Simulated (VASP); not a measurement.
# TaCl3F (Pm-3m) in VASP: single point with PBE

Aim: the single point of TaCl3F with PBE.

Everything below comes from runs of VASP 6.6.1. Logs are shortened: lines on timing, memory, paths and dates and some standing lists are left out, and cuts for length are marked.

## Step 1: The cell of the first run

Symmetry: Pm-3m, No. 221, cubic system. Conventional cell: a = 4.693 Å, b = 4.693 Å, c = 4.693 Å, α = 90.00°, β = 90.00°, γ = 90.00°. Within 4.4 Å of Ta (site symmetry m-3m) lie 12 Cl at 3.32 Å and 8 F at 4.06 Å. Within 3.1 Å of Cl (site symmetry 4/mmm) lie 2 F at 2.35 Å. Within 3.1 Å of F (site symmetry m-3m) lie 6 Cl at 2.35 Å.

## Step 2: Single point, PBE

The input, INCAR:

```
SYSTEM = TaCl3F
  PREC = Accurate
  ENCUT = 520
  EDIFF = 1E-7
  ISMEAR = 0
  SIGMA = 0.1
  LREAL = .False.
  LASPH = .True.
  NELM = 60
  ALGO = Normal
  ISIF = 2
  LWAVE = .False.
  LCHARG = .False.
  GGA = PE
  NBANDS = 28
```

The input, KPOINTS:

```
regular mesh
0
Gamma
  4 4 4
  0 0 0
```

The input, POSCAR:

```
TaCl3F
1.0
    4.6933792400      0.0000000000      0.0000000000
    0.0000000000      4.6933792400      0.0000000000
    0.0000000000      0.0000000000      4.6933792400
Ta Cl F
1 3 1
Direct
    0.0000000000      0.0000000000      0.0000000000
    0.0000000000      0.5000000000      0.5000000000
    0.5000000000      0.0000000000      0.5000000000
    0.5000000000      0.5000000000      0.0000000000
    0.5000000000      0.5000000000      0.5000000000
```

Potentials or basis: VASP PAW PBE potentials, release 64 (Ta_pv, Cl, F).

Command:

```console
$ cat potpaw_PBE.64/Ta_pv/POTCAR potpaw_PBE.64/Cl/POTCAR potpaw_PBE.64/F/POTCAR > POTCAR
$ mpirun -np 1 vasp_std > vasp.out
```

OUTCAR:

```text
SYSTEM = TaCl3F
   PREC = Accurate
   ENCUT = 520
   EDIFF = 1E-7
   ISMEAR = 0
   LREAL = .False.
   LASPH = .True.
   NELM = 60
   ISIF = 2
   GGA = PE

 ion  position               nearest neighbor table
   1  0.000  0.000  0.000-
   2  0.000  0.500  0.500-
   3  0.500  0.000  0.500-
   4  0.500  0.500  0.000-
   5  0.500  0.500  0.500-

  LATTYP: Found a simple cubic cell.
 ALAT       =     4.6933792400

  Lattice vectors:

 A1 = (   4.6933792400,   0.0000000000,   0.0000000000)
 A2 = (   0.0000000000,   4.6933792400,   0.0000000000)
 A3 = (   0.0000000000,   0.0000000000,   4.6933792400)

Analysis of symmetry for initial positions (statically):
=====================================================================
 Subroutine PRICEL returns:
 Original cell was already a primitive cell.

 Routine SETGRP: Setting up the symmetry group for a
 simple cubic supercell.

 Subroutine GETGRP returns: Found 48 space group operations
 (whereof 48 operations were pure point group operations)
 out of a pool of 48 trial point group operations.

The static configuration has the point symmetry O_h .

Analysis of symmetry for dynamics (positions and initial velocities):
=====================================================================
 Subroutine PRICEL returns:
 Original cell was already a primitive cell.

 Routine SETGRP: Setting up the symmetry group for a
 simple cubic supercell.

 Subroutine GETGRP returns: Found 48 space group operations
 (whereof 48 operations were pure point group operations)
 out of a pool of 48 trial point group operations.

The dynamic configuration has the point symmetry O_h .

 Subroutine INISYM returns: Found 48 space group operations
 (whereof 48 operations are pure point group operations),
 and found     1 'primitive' translations

----------------------------------------------------------------------------------------

                                     Primitive cell

  volume of cell :     103.3849

  direct lattice vectors                    reciprocal lattice vectors
     4.693379240  0.000000000  0.000000000     0.213066098  0.000000000  0.000000000
     0.000000000  4.693379240  0.000000000     0.000000000  0.213066098  0.000000000
     0.000000000  0.000000000  4.693379240     0.000000000  0.000000000  0.213066098

  length of vectors
     4.693379240  4.693379240  4.693379240     0.213066098  0.213066098  0.213066098

  position of ions in fractional coordinates (direct lattice)
[... 71 lines left out ...]
   LREAL  =      F    real-space projection
   EDIFFG = 0.1E-05   stopping-criterion for IOM
   NSW    =      0    number of steps for IOM
   IBRION =     -1    ionic relax: 0-MD 1-quasi-New 2-CG
   NFREE  =      0    steps in history (QN), initial steepest desc. (CG)
   ISIF   =      2    stress and relaxation
   ISYM   =      2    0-nonsym 1-usesym 2-fastsym
   POTIM  = 0.5000    time-step for ionic-motion
   TEBEG  =    0.0;   TEEND  =   0.0 temperature during run
   PSTRESS=    0.0 pullay stress
   NELECT =      39.0000    total number of electrons
   NUPDOWN=      -1.0000    fix difference up-down
   EMIN   =  10.00;   EMAX   =-10.00  energy-range for DOS
   EFERMI =   0.00;   METHOD = LEGACY
   ISMEAR =     0;   SIGMA  =   0.10  broadening in eV -4-tet -1-fermi 0-gaus
   EFERMI_NEDOS =   21; number of points for ismear=-14 and -15
   IALGO  =     38    algorithm
   IMIX   =      4    mixing-type and parameters
     AMIX     =   0.40;   BMIX     =  1.00
     AMIX_MAG =   1.60;   BMIX_MAG =  1.00
  volume/ion in A,a.u.               =      20.68       139.54
  Fermi-wavevector in a.u.,A,eV,Ry     =   1.182889  2.235336 19.037636  1.399227
  Thomas-Fermi vector in A             =   2.319134
   LORBIT       =      0    0 simple, 1 ext, 2 COOP (PROOUT), +10 PAW based schemes
   GGA     = PE    functional components
   LHFCALC =     F    Hartree Fock is set to
   AEXX    =    0.0000 exact exchange contribution
   IVDW    =     0    specifies the selected vdW correction
   LEPSILON=     F    determine dielectric tensor
   LRPA    =     F    only Hartree local field effects (RPA)
 non-spin polarized calculation
 Gauss-broadening in eV      SIGMA  =   0.10
  energy-cutoff  :      520.00
  volume of cell :      103.38
 maximum number of plane-waves:      2809
 NGX is ok and might be reduce to    36
   NGX = 17   NGY = 17   NGZ = 17

 number of electron      38.9999991 magnetization

 Free energy of the ion-electron system (eV)
  ---------------------------------------------------
  ext. energy  EPLUGINS =         0.00000000
  ---------------------------------------------------
  free energy    TOTEN  =       -14.39010318 eV

  energy without entropy =      -14.34266352  energy(sigma->0) =      -14.36638335

 E-fermi :   3.2044     XC(G=0):  -9.7205

 val. band max:        3.1996215817   @ k =   0.5000   0.2500   0.2500
 cond. band min:       3.2398007429   @ k =   0.2500   0.0000   0.0000
 fundamental gap:      0.0401791613
 Fermi energy:         3.2044193386

 k-point     1 :       0.0000    0.0000    0.0000
  band No.  band energies     occupation
      1     -33.3550      2.00000
      2     -33.3550      2.00000
      3     -33.3550      2.00000
      4     -19.3594      2.00000
      5     -12.2301      2.00000
      6     -11.5089      2.00000
[... 299 lines left out ...]
     27      10.5510      0.00000
     28      10.5510      0.00000

------------------------ aborting loop because EDIFF is reached ----------------------------------------

  FORCE on cell =-STRESS in cart. coord.  units (eV):
  Direction    XX          YY          ZZ          XY          YZ          ZX
  --------------------------------------------------------------------------------------
  -------------------------------------------------------------------------------------
  Total       -3.3422573     -3.3422573     -3.3422573     -0.0000000     -0.0000000      0.0000000
  in kB      -51.7956777    -51.7956777    -51.7956777     -0.0000000     -0.0000000      0.0000000
  external PRESSURE =     -51.7956777 kB  Pullay stress =       0.0000000 kB

 VOLUME and BASIS-vectors are now :
 -----------------------------------------------------------------------------
  energy-cutoff  :      520.00
  volume of cell :      103.38
      direct lattice vectors                 reciprocal lattice vectors
     4.693379240  0.000000000  0.000000000     0.213066098  0.000000000  0.000000000
     0.000000000  4.693379240  0.000000000     0.000000000  0.213066098  0.000000000
     0.000000000  0.000000000  4.693379240     0.000000000  0.000000000  0.213066098

 POSITION                                       TOTAL-FORCE (eV/Angst)
 -----------------------------------------------------------------------------------
      0.00000      0.00000      0.00000         0.000000      0.000000      0.000000
      0.00000      2.34669      2.34669         0.000000      0.000000      0.000000
      2.34669      0.00000      2.34669         0.000000      0.000000      0.000000
      2.34669      2.34669      0.00000         0.000000      0.000000      0.000000
      2.34669      2.34669      2.34669         0.000000      0.000000      0.000000
 -----------------------------------------------------------------------------------
    total drift:                                0.000000      0.000000      0.000000

  FREE ENERGIE OF THE ION-ELECTRON SYSTEM (eV)
  ---------------------------------------------------
  free  energy   TOTEN  =       -14.3901031817 eV

  energy  without entropy=      -14.3426635185  energy(sigma->0) =      -14.36638335
```

OSZICAR:

```text
N       E                     dE             d eps       ncg     rms          rms(c)
DAV:   1     0.299109141479E+03    0.29911E+03   -0.19283E+04   560   0.126E+03
DAV:   2    -0.241855794673E+01   -0.30153E+03   -0.28916E+03   740   0.301E+02
DAV:   3    -0.236882010893E+02   -0.21270E+02   -0.20942E+02   648   0.797E+01
[... 20 lines left out ...]
DAV:  24    -0.143901177535E+02    0.17546E-04   -0.11198E-05   612   0.164E-02    0.270E-02
DAV:  25    -0.143901075037E+02    0.10250E-04   -0.74150E-06   672   0.135E-02    0.157E-02
DAV:  26    -0.143901035304E+02    0.39733E-05   -0.56219E-06   596   0.103E-02    0.545E-03
DAV:  27    -0.143901032267E+02    0.30372E-06   -0.46018E-07   540   0.326E-03    0.230E-03
DAV:  28    -0.143901031817E+02    0.44949E-07   -0.93391E-09   292   0.702E-04
   1 F= -.14390103E+02 E0= -.14366383E+02  d E =-.474397E-01
```

It took 32 s on 1 thread of Intel Xeon 6975P-C, shared host; peak memory 0.21 GiB.

What came out:

| Property | Result |
| --- | --- |
| Free energy | -14.3901 eV |
| Pressure | -5.2 GPa |

Levels at points of the mesh, in eV from the Fermi level:
| k point | band 17 | band 18 | band 19 | band 20 | band 21 | band 22 |
| --- | --- | --- | --- | --- | --- | --- |
| (0.00, 0.00, 0.00) | -1.08 | -0.62 | -0.62 | -0.19 | -0.19 | -0.19 |
| (0.50, 0.00, 0.00) | -2.49 | -0.14 | -0.01 | 0.19 | 0.19 | 0.55 |
| (0.50, 0.50, 0.00) | -2.15 | -1.73 | -0.08 | 0.17 | 0.18 | 0.59 |
| (0.50, 0.50, 0.50) | -1.93 | -1.70 | -1.70 | -0.74 | -0.07 | -0.07 |

Caveat: spin-orbit coupling is left out, which moves the levels of the heavy elements; an odd number of electrons without spin polarisation forces a metal; a magnetic or distorted state may lie lower.
